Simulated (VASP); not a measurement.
A run of VASP 6.6.1:

File INCAR:

```
  PREC = Accurate
  ENCUT = 520
  EDIFF = 1E-6
  ISMEAR = -1
  SIGMA = 0.03
  LREAL = F
  LASPH = T
  NELM = 60
  ALGO = Normal
  ISIF = 2
  LWAVE = F
  LCHARG = F
  GGA = PE
  NBANDS = 10
```

Contents of KPOINTS:

```
regular mesh
0
Gamma
  15 15 8
```

Contents of POSCAR:

```
Li
1.0
    3.1110021516      0.0000000000      0.0000000000
   -1.5555010758      2.6942068945      0.0000000000
    0.0000000000      0.0000000000      5.0930000000
Li
2
Direct
    0.3333333333      0.6666666667      0.2500000000
    0.6666666667      0.3333333333      0.7598173964
```

Potentials or basis: VASP PAW PBE potentials, release 64 (Li_sv).

Run with:

```console
$ cat potpaw_PBE.64/Li_sv/POTCAR > POTCAR
$ mpirun -np 1 vasp_std > vasp.out
```

Hardware: 1 thread of Intel Xeon 8259CL, on a shared host.

**Question.** How long does it take, and how much memory?

**Answer.** Wall time 73 s on 1 thread of Intel Xeon 8259CL (shared host), peak memory 0.19 GiB. Counts: scf iterations 11, k points 192.
